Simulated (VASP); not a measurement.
Here is a VASP 6.6.1 calculation.

The input POSCAR:

```
P
1.0
    3.1852158884      0.0000000000      0.0000000000
    0.0000000000     33.8113200603      0.0000000000
    0.0000000000      0.0000000000      4.6320847100
P
4
Direct
    0.0000000000      0.9702614300      0.5921507200
    0.0000000000      0.0297385700      0.4078492800
    0.5000000000      0.0297385700      0.0921507200
    0.5000000000      0.9702614300      0.9078492800
```

Contents of INCAR.step1:

```
PREC = Accurate
ENCUT = 520
ISMEAR = 0
SIGMA = 0.05
LREAL = F
LASPH = T
NELM = 100
NBANDS = 18
GGA = PE
ALGO = Normal
EDIFF = 1E-4
LWAVE = T
LCHARG = F
```

Contents of INCAR.step2:

```
PREC = Accurate
ENCUT = 520
EDIFF = 1E-7
ISMEAR = 0
SIGMA = 0.05
LREAL = F
LASPH = T
NELM = 100
ALGO = Normal
ISIF = 2
LWAVE = F
LCHARG = F
METAGGA = R2SCAN
LMIXTAU = T
NBANDS = 18
ISTART = 1
```

File KPOINTS:

```
Automatic mesh
0
Gamma
  8 1 6
```

Potentials or basis: VASP PAW PBE potentials, release 64 (P).

Command:

```console
$ cat potpaw_PBE.64/P/POTCAR > POTCAR
$ cp INCAR.step1 INCAR
$ mpirun -np 1 vasp_std > vasp.out
$ cp INCAR.step2 INCAR
$ mpirun -np 1 vasp_std > vasp.out
```

Task: Predict the band gap on the k mesh.

Result: 1.25 eV (least direct gap 1.27 eV).

Task: Estimate the largest force.

Result: 0.592 eV/Å.

Forces on the atoms (eV/Å):
```
P    0.000 -0.591 -0.028
P    0.000  0.591  0.028
P    0.000  0.591 -0.028
P    0.000 -0.591  0.028
```

Caveat: the cell differs from its parent crystal (strain -0.030 along x and y, +0.000 along z); there is no dipole correction, which matters where the two faces differ; the PAW data sets were made with another functional, which shifts forces and pressure a little.
